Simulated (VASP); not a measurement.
A run of VASP 6.6.1:

Contents of INCAR:

```
PREC     = Accurate       # precision mode
ENCUT    = 1000           # plane-wave cutoff, eV
EDIFF    = 1E-8           # SCF threshold, eV
ISMEAR   = -1             # smearing method
SIGMA    = 0.05           # smearing width, eV
LREAL    = False          # projectors in reciprocal space
LASPH    = True           # aspherical terms in the spheres
NELM     = 120            # most SCF steps
ALGO     = Normal         # electronic algorithm
ISIF     = 2              # what is computed and relaxed
LWAVE    = False          # write WAVECAR
LCHARG   = False          # write CHGCAR
GGA      = PE             # functional
LEFG     = True         
NBANDS   = 28             # bands
GGA_COMPAT= False
```

KPOINTS

```
regular mesh
0
Gamma
  8 8 8
```

File POSCAR:

```
BaTiO3
1.0
    3.9027690157      0.0000000000      0.0000000000
    0.0000000000      2.7791347697      2.7877061482
    0.0000000000     -2.7791347697      2.7877061482
Ba Ti O
1 1 3
Direct
    0.0000000000      0.0000000000      0.0000000000
    0.5000000000      0.5079000000      0.5079000000
    0.0000000000      0.4921000000      0.4921000000
    0.5000000000      0.5025100000      0.9937100000
    0.5000000000      0.9937100000      0.5025100000
```

Potentials or basis: VASP PAW PBE potentials, release 64 (Ba_sv, Ti_sv, O_h).

The run is started by

```sh
$ cat potpaw_PBE.64/Ba_sv/POTCAR potpaw_PBE.64/Ti_sv/POTCAR potpaw_PBE.64/O_h/POTCAR > POTCAR
$ mpirun -np 1 vasp_std > vasp.out
```

Hardware: 1 thread of AMD EPYC 7R13 Processor (Zen 3), with other jobs on the host.

How long does it take, and how much memory?

Wall time 6.5 min on 1 thread of AMD EPYC 7R13 Processor (Zen 3), with other jobs on the host, peak memory 0.57 GiB. Counts: scf iterations 19, k points 105.
